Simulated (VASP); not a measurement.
# SiO2 (kl) (P4_2/mnm) in VASP: further runs

The runs below take SiO2 (kl) through single point, with LDA.

All numbers are computed with VASP 6.6.1; they aren't measurements. Logs are shortened: lines on timing, memory, paths and dates and some standing lists are left out, and cuts for length are marked.

## Step 1: The cell of the first run

Symmetry: P4_2/mnm, No. 136, tetragonal system. The conventional cell has a = 4.186 Å, b = 4.186 Å, c = 2.668 Å, α = 90.00°, β = 90.00°, γ = 90.00°. Within 2.3 Å of Si (site symmetry mmm) lie 6 O at 1.76 to 1.81 Å. Within 2.3 Å of O (site symmetry m2m) lie 3 Si at 1.76 to 1.81 Å and 1 O at 2.30 Å.

## Step 2: Single point, LDA

Input file INCAR:

```
  PREC = Accurate
  ENCUT = 520
  EDIFF = 1E-6
  ISMEAR = 0
  SIGMA = 0.1
  LREAL = False
  LASPH = True
  NELM = 60
  ALGO = Normal
  ISIF = 2
  LWAVE = False
  LCHARG = False
  NBANDS = 25
```

Input file KPOINTS:

```
regular mesh
0
Gamma
  4 4 6
```

Input file POSCAR:

```
SiO2
1.0
    4.1865000000      0.0000000000      0.0000000000
    0.0000000000      4.1865000000      0.0000000000
    0.0000000000      0.0000000000      2.6684000000
Si O
2 4
Direct
    0.0000000000      0.0000000000      0.0000000000
    0.5000000000      0.5000000000      0.5000000000
    0.3059000000      0.3059000000      0.0000000000
    0.1941000000      0.8059000000      0.5000000000
    0.6941000000      0.6941000000      0.0000000000
    0.8059000000      0.1941000000      0.5000000000
```

Potentials or basis: VASP PAW LDA potentials, release 64 (Si, O).

Run with:

```console
> cat potpaw_LDA.64/Si/POTCAR potpaw_LDA.64/O/POTCAR > POTCAR
> mpirun -np 1 vasp_std > vasp.out
```

OUTCAR:

```text
PREC = Accurate
   ENCUT = 520
   EDIFF = 1E-6
   ISMEAR = 0
   LREAL = False
   LASPH = True
   NELM = 60
   ISIF = 2

 ion  position               nearest neighbor table
   1  0.000  0.000  0.000-   4 1.76   6 1.76   4 1.76   6 1.76   5 1.81   3 1.81
   2  0.500  0.500  0.500-   3 1.76   5 1.76   3 1.76   5 1.76   4 1.81   6 1.81
   3  0.306  0.306  0.000-   2 1.76   2 1.76   1 1.81
   4  0.194  0.806  0.500-   1 1.76   1 1.76   2 1.81
   5  0.694  0.694  0.000-   2 1.76   2 1.76   1 1.81
   6  0.806  0.194  0.500-   1 1.76   1 1.76   2 1.81

  LATTYP: Found a simple tetragonal cell.
 ALAT       =     4.1865000000
 C/A-ratio  =     0.6373820614

  Lattice vectors:

 A1 = (   4.1865000000,   0.0000000000,   0.0000000000)
 A2 = (   0.0000000000,   4.1865000000,   0.0000000000)
 A3 = (   0.0000000000,   0.0000000000,   2.6684000000)

Analysis of symmetry for initial positions (statically):
=====================================================================
 Subroutine PRICEL returns:
 Original cell was already a primitive cell.

 Routine SETGRP: Setting up the symmetry group for a
 simple tetragonal supercell.

 Subroutine GETGRP returns: Found 16 space group operations
 (whereof  8 operations were pure point group operations)
 out of a pool of 16 trial point group operations.

The static configuration has the point symmetry D_2h.
 The point group associated with its full space group is D_4h.

Analysis of symmetry for dynamics (positions and initial velocities):
=====================================================================
 Subroutine PRICEL returns:
 Original cell was already a primitive cell.

 Routine SETGRP: Setting up the symmetry group for a
 simple tetragonal supercell.

 Subroutine GETGRP returns: Found 16 space group operations
 (whereof  8 operations were pure point group operations)
 out of a pool of 16 trial point group operations.

The dynamic configuration has the point symmetry D_2h.
 The point group associated with its full space group is D_4h.

 Subroutine INISYM returns: Found 16 space group operations
 (whereof  8 operations are pure point group operations),
 and found     1 'primitive' translations

----------------------------------------------------------------------------------------

                                     Primitive cell

  volume of cell :      46.7685

  direct lattice vectors                    reciprocal lattice vectors
     4.186500000  0.000000000  0.000000000     0.238863012  0.000000000  0.000000000
     0.000000000  4.186500000  0.000000000     0.000000000  0.238863012  0.000000000
     0.000000000  0.000000000  2.668400000     0.000000000  0.000000000  0.374756408

  length of vectors
     4.186500000  4.186500000  2.668400000     0.238863012  0.238863012  0.374756408

  position of ions in fractional coordinates (direct lattice)
     0.000000000  0.000000000  0.000000000
     0.500000000  0.500000000  0.500000000
     0.305900000  0.305900000  0.000000000
     0.194100000  0.805900000  0.500000000
     0.694100000  0.694100000  0.000000000
     0.805900000  0.194100000  0.500000000

  ion indices of the primitive-cell ions
   primitive index   ion index
                 1           1
                 2           2
                 3           3
                 4           4
                 5           5
                 6           6

----------------------------------------------------------------------------------------

 KPOINTS: regular mesh

Automatic generation of k-mesh.
 Grid dimensions read from file:
 generate k-points for:    4    4    6

 Generating k-lattice:

  Cartesian coordinates                     Fractional coordinates (reciprocal lattice)
     0.059715753  0.000000000  0.000000000     0.250000000  0.000000000  0.000000000
     0.000000000  0.059715753  0.000000000     0.000000000  0.250000000  0.000000000
     0.000000000  0.000000000  0.062459401     0.000000000  0.000000000  0.166666667

  Length of vectors
     0.059715753  0.059715753  0.062459401

  Shift w.r.t. Gamma in fractional coordinates (k-lattice)
     0.000000000  0.000000000  0.000000000

 Subroutine IBZKPT returns following result:
 ===========================================

 Found     24 irreducible k-points:

 Following reciprocal coordinates:
            Coordinates               Weight
  0.000000  0.000000  0.000000      1.000000
  0.250000  0.000000  0.000000      4.000000
  0.500000  0.000000  0.000000      2.000000
  0.250000  0.250000  0.000000      4.000000
  0.500000  0.250000  0.000000      4.000000
  0.500000  0.500000  0.000000      1.000000
[... 16 lines left out ...]
  0.500000  0.250000  0.500000      4.000000
  0.500000  0.500000  0.500000      1.000000
   k-points           NKPTS =     24   k-points in BZ     NKDIM =     24   number of bands    NBANDS=     25
   number of dos      NEDOS =    301   number of ions     NIONS =      6
   total plane-waves  NPLWV =  20480
   dimension x,y,z NGX =    32 NGY =   32 NGZ =   20
   dimension x,y,z NGXF=    64 NGYF=   64 NGZF=   40
   ions per type =               2   4
   NGX,Y,Z   is equivalent  to a cutoff of  12.71, 12.71, 12.46 a.u.
   NGXF,Y,Z  is equivalent  to a cutoff of  25.41, 25.41, 24.92 a.u.
 SYSTEM =  unknown system
   PREC   = accura    normal or accurate (medium, high low for compatibility)
   ISTART =      0    job   : 0-new  1-cont  2-samecut
   ICHARG =      2    charge: 1-file 2-atom 10-const
   ISPIN  =      1    spin polarized calculation?
   LNONCOLLINEAR =      F non collinear calculations
   LSORBIT =      F    spin-orbit coupling
   LASPH  =      T    aspherical Exc in radial PAW
   ENCUT  =  520.0 eV  38.22 Ry    6.18 a.u.   7.78  7.78  4.96*2*pi/ulx,y,z
   NELM   =     60;   NELMIN=  2; NELMDL= -5     # of ELM steps
   EDIFF  = 0.1E-05   stopping-criterion for ELM
   LREAL  =      F    real-space projection
   EDIFFG = 0.1E-04   stopping-criterion for IOM
   NSW    =      0    number of steps for IOM
   IBRION =     -1    ionic relax: 0-MD 1-quasi-New 2-CG
   NFREE  =      0    steps in history (QN), initial steepest desc. (CG)
   ISIF   =      2    stress and relaxation
   ISYM   =      2    0-nonsym 1-usesym 2-fastsym
   POTIM  = 0.5000    time-step for ionic-motion
   TEBEG  =    0.0;   TEEND  =   0.0 temperature during run
   PSTRESS=    0.0 pullay stress
   NELECT =      32.0000    total number of electrons
   NUPDOWN=      -1.0000    fix difference up-down
   EMIN   =  10.00;   EMAX   =-10.00  energy-range for DOS
   EFERMI =   0.00;   METHOD = LEGACY
   ISMEAR =     0;   SIGMA  =   0.10  broadening in eV -4-tet -1-fermi 0-gaus
   EFERMI_NEDOS =   21; number of points for ismear=-14 and -15
   IALGO  =     38    algorithm
   IMIX   =      4    mixing-type and parameters
     AMIX     =   0.40;   BMIX     =  1.00
     AMIX_MAG =   1.60;   BMIX_MAG =  1.00
  volume/ion in A,a.u.               =       7.79        52.60
  Fermi-wavevector in a.u.,A,eV,Ry     =   1.442582  2.726084 28.314299  2.081042
  Thomas-Fermi vector in A             =   2.561086
   LORBIT       =      0    0 simple, 1 ext, 2 COOP (PROOUT), +10 PAW based schemes
   GGA     = CA    functional components
   LHFCALC =     F    Hartree Fock is set to
   AEXX    =    0.0000 exact exchange contribution
   IVDW    =     0    specifies the selected vdW correction
   LEPSILON=     F    determine dielectric tensor
   LRPA    =     F    only Hartree local field effects (RPA)
 non-spin polarized calculation
 Gauss-broadening in eV      SIGMA  =   0.10
  energy-cutoff  :      520.00
  volume of cell :       46.77
 maximum number of plane-waves:      1282
 NGX is ok and might be reduce to    32
   NGX = 15   NGY = 15   NGZ =  9

 number of electron      31.9999976 magnetization

 Free energy of the ion-electron system (eV)
  ---------------------------------------------------
  ext. energy  EPLUGINS =         0.00000000
  ---------------------------------------------------
  free energy    TOTEN  =       -51.96108664 eV

  energy without entropy =      -51.96108664  energy(sigma->0) =      -51.96108664

 E-fermi :   8.4655     XC(G=0): -12.7101

 val. band max:        8.0377687655   @ k =   0.0000   0.0000   0.0000
 cond. band min:      13.5641089267   @ k =   0.0000   0.0000   0.0000
 fundamental gap:      5.5263401612
 Fermi energy:         8.4655436999

 k-point     1 :       0.0000    0.0000    0.0000
  band No.  band energies     occupation
      1     -14.3377      2.00000
      2     -10.6150      2.00000
      3     -10.6150      2.00000
      4     -10.3835      2.00000
      5      -2.8618      2.00000
      6       1.5251      2.00000
[... 17 lines left out ...]
     24      21.9930      0.00000
     25      23.4852      0.00000

 k-point     2 :       0.2500    0.0000    0.0000
  band No.  band energies     occupation
      1     -14.0088      2.00000
      2     -11.7606      2.00000
      3     -10.4492      2.00000
      4      -9.9145      2.00000
      5      -2.4518      2.00000
      6       0.2196      2.00000
[... 17 lines left out ...]
     24      21.2507      0.00000
     25      23.0432      0.00000

 k-point     3 :       0.5000    0.0000    0.0000
  band No.  band energies     occupation
      1     -13.0796      2.00000
      2     -13.0796      2.00000
      3     -10.0782      2.00000
      4     -10.0782      2.00000
      5      -1.3576      2.00000
      6      -1.3576      2.00000
[... 552 lines left out ...]
 k-point    23 :       0.5000    0.2500    0.5000
  band No.  band energies     occupation
      1     -11.2598      2.00000
      2     -11.2598      2.00000
      3     -10.0396      2.00000
      4     -10.0396      2.00000
      5      -2.3025      2.00000
      6      -2.3025      2.00000
[... 17 lines left out ...]
     24      21.3324      0.00000
     25      23.1605      0.00000

 k-point    24 :       0.5000    0.5000    0.5000
  band No.  band energies     occupation
      1     -11.2176      2.00000
      2     -11.2176      2.00000
      3     -10.0061      2.00000
      4     -10.0061      2.00000
      5      -2.8129      2.00000
      6      -2.8129      2.00000
[... 17 lines left out ...]
     24      21.7266      0.00000
     25      23.3688      0.00000

------------------------ aborting loop because EDIFF is reached ----------------------------------------

  FORCE on cell =-STRESS in cart. coord.  units (eV):
  Direction    XX          YY          ZZ          XY          YZ          ZX
  --------------------------------------------------------------------------------------
  -------------------------------------------------------------------------------------
  Total       -1.4540105     -1.4540105     -0.9087897     -0.0000000      0.0000000      0.0000000
  in kB      -49.8109706    -49.8109706    -31.1329900     -0.0000000      0.0000000      0.0000000
  external PRESSURE =     -43.5849770 kB  Pullay stress =       0.0000000 kB

 VOLUME and BASIS-vectors are now :
 -----------------------------------------------------------------------------
  energy-cutoff  :      520.00
  volume of cell :       46.77
      direct lattice vectors                 reciprocal lattice vectors
     4.186500000  0.000000000  0.000000000     0.238863012  0.000000000  0.000000000
     0.000000000  4.186500000  0.000000000     0.000000000  0.238863012  0.000000000
     0.000000000  0.000000000  2.668400000     0.000000000  0.000000000  0.374756408

 POSITION                                       TOTAL-FORCE (eV/Angst)
 -----------------------------------------------------------------------------------
      0.00000      0.00000      0.00000         0.000000      0.000000      0.000000
      2.09325      2.09325      1.33420         0.000000      0.000000      0.000000
      1.28065      1.28065      0.00000         0.033669      0.033669      0.000000
      0.81260      3.37390      1.33420        -0.033669      0.033669      0.000000
      2.90585      2.90585      0.00000        -0.033669     -0.033669     -0.000000
      3.37390      0.81260      1.33420         0.033669     -0.033669     -0.000000
 -----------------------------------------------------------------------------------
    total drift:                                0.000000      0.000000     -0.000000

  FREE ENERGIE OF THE ION-ELECTRON SYSTEM (eV)
  ---------------------------------------------------
  free  energy   TOTEN  =       -51.9610866398 eV

  energy  without entropy=      -51.9610866398  energy(sigma->0) =      -51.96108664
```

It took 9.3 s on 1 thread of Intel Xeon Platinum 8488C (Sapphire Rapids), shared host; peak memory 0.13 GiB.

What came out:

```yaml
Free_energy: -51.9611 eV
Pressure: -4.4 GPa
Largest_force: 0.048 eV/Å
Band_gap_on_the_k_mesh: 5.53 eV, direct
```

Forces on the atoms (eV/Å):
```
Si   0.000  0.000  0.000
Si   0.000  0.000  0.000
O    0.034  0.034  0.000
O   -0.034  0.034  0.000
O   -0.034 -0.034  0.000
O    0.034 -0.034  0.000
```

Levels at points of the mesh, in eV from the valence-band top:
```csv
k point,band 14,band 15,band 16,band 17,band 18,band 19
"(0.00, 0.00, 0.00)",-0.90,-0.90,0.00,5.53,6.44,8.29
"(0.50, 0.00, 0.00)",-2.71,-1.08,-1.08,7.56,7.56,8.85
"(0.50, 0.50, 0.00)",-2.71,-2.31,-2.31,7.23,7.23,9.82
"(0.00, 0.00, 0.50)",-3.14,-2.71,-2.71,8.82,8.82,12.34
"(0.50, 0.00, 0.50)",-2.32,-1.79,-1.79,8.53,8.53,9.63
"(0.50, 0.50, 0.50)",-1.79,-1.57,-1.57,6.96,6.96,10.71
```

Expect the measured gap to be larger: semilocal functionals such as LDA lack the derivative discontinuity.

## Step 3: Single point, LDA

This run uses another cell than the first one, of 7.66 Å³/atom, 0.982 times its volume.

Input file INCAR:

```
PREC = Accurate ; ENCUT = 520
EDIFF = 1E-7 ; ISMEAR = 0
SIGMA = 0.02 ; LREAL = F
LASPH = T ; NELM = 100
ALGO = Normal ; ISIF = 2
LWAVE = F ; LCHARG = T
GGA = CA ; LELF = T
LVHAR = T ; NBANDS = 25
```

Input file KPOINTS:

```
Automatic mesh
0
Gamma
  6 6 8
```

Input file POSCAR:

```
SiO2
1.0
    4.1549550382      0.0000000000      0.0000000000
    0.0000000000      4.1549550382      0.0000000000
    0.0000000000      0.0000000000      2.6613631976
Si O
2 4
Direct
    0.0000000000      0.0000000000      0.0000000000
    0.5000000000      0.5000000000      0.5000000000
    0.3055700493      0.3055700493      0.0000000000
    0.1944299507      0.8055700493      0.5000000000
    0.6944299507      0.6944299507      0.0000000000
    0.8055700493      0.1944299507      0.5000000000
```

Potentials or basis: VASP PAW LDA potentials, release 64 (Si, O).

Run with:

```console
> cat potpaw_LDA.64/Si/POTCAR potpaw_LDA.64/O/POTCAR > POTCAR
> mpirun -np 1 vasp_std > vasp.out
```

Run time: 21 s. Hardware: 1 thread of Intel Xeon Platinum 8488C (Sapphire Rapids), shared host; peak memory 0.16 GiB.

The run converged. Its results:

```
Free energy            : -51.9695 eV
Pressure               : 1.1 GPa
Largest force          : 0.034 eV/Å
Band gap on the k mesh : 5.82 eV, direct
```

Forces in eV/Å, atoms in the order of the input:
```
Si   0.000  0.000  0.000
Si   0.000  0.000  0.000
O   -0.024 -0.024  0.000
O    0.024 -0.024  0.000
O    0.024  0.024  0.000
O   -0.024  0.024  0.000
```

Stress tensor (GPa, compression positive):
```
0.80 0.00 0.00
0.00 0.80 0.00
0.00 0.00 1.76
```

Levels at points of the mesh, in eV from the valence-band top:
```
           k point  band 14  band 15  band 16  band 17  band 18  band 19
(0.00, 0.00, 0.00)    -0.91    -0.91     0.00     5.82     6.43     8.37
(0.50, 0.00, 0.00)    -2.76    -1.09    -1.09     7.75     7.75     8.92
(0.50, 0.50, 0.00)    -2.77    -2.36    -2.36     7.40     7.40     9.94
(0.00, 0.00, 0.50)    -3.25    -2.77    -2.77     9.07     9.07    12.50
(0.50, 0.00, 0.50)    -2.35    -1.83    -1.83     8.71     8.71     9.87
(0.50, 0.50, 0.50)    -1.80    -1.61    -1.61     7.17     7.17    10.87
```

A k mesh can miss the band edges.

## Step 4: Single point, LDA

This run uses another cell than the first one, of 7.66 Å³/atom, 0.982 times its volume.

Input file INCAR:

```
SYSTEM = SiO2
  PREC = Accurate
  ENCUT = 520
  EDIFF = 1E-7
  ISMEAR = 0
  SIGMA = 0.02
  LREAL = .FALSE.
  LASPH = .TRUE.
  NELM = 80
  ALGO = Normal
  ISIF = 2
  LWAVE = .FALSE.
  LCHARG = .FALSE.
  NBANDS = 25
```

Input file KPOINTS:

```
Automatic mesh
0
G
  6 6 8
  0 0 0
```

POSCAR is that of step 3.

Run with:

```console
> cat potpaw_LDA.64/Si/POTCAR potpaw_LDA.64/O/POTCAR > POTCAR
> mpirun -np 1 vasp_std > vasp.out
```

Wall time 20 s (1 thread of Intel Xeon Platinum 8488C (Sapphire Rapids), shared host); peak memory 0.15 GiB.

It converged, with:

| Property | Result |
| --- | --- |
| Free energy | -51.9695 eV |
| Pressure | 1.1 GPa |
| Largest force | 0.034 eV/Å |
| Band gap on the k mesh | 5.82 eV, direct |

Forces in eV/Å, atoms in the order of the input:
```
Si   0.000  0.000  0.000
Si   0.000  0.000  0.000
O   -0.024 -0.024  0.000
O    0.024 -0.024  0.000
O    0.024  0.024  0.000
O   -0.024  0.024  0.000
```

Stress tensor (GPa, compression positive):
```
0.80 0.00 0.00
0.00 0.80 0.00
0.00 0.00 1.76
```

Levels at points of the mesh, in eV from the valence-band top:
| k point | band 14 | band 15 | band 16 | band 17 | band 18 | band 19 |
| --- | --- | --- | --- | --- | --- | --- |
| (0.00, 0.00, 0.00) | -0.91 | -0.91 | 0.00 | 5.82 | 6.43 | 8.37 |
| (0.50, 0.00, 0.00) | -2.76 | -1.09 | -1.09 | 7.75 | 7.75 | 8.92 |
| (0.50, 0.50, 0.00) | -2.77 | -2.36 | -2.36 | 7.40 | 7.40 | 9.94 |
| (0.00, 0.00, 0.50) | -3.25 | -2.77 | -2.77 | 9.07 | 9.07 | 12.50 |
| (0.50, 0.00, 0.50) | -2.35 | -1.83 | -1.83 | 8.71 | 8.71 | 9.87 |
| (0.50, 0.50, 0.50) | -1.80 | -1.61 | -1.61 | 7.17 | 7.17 | 10.87 |

A k mesh can miss the band edges.
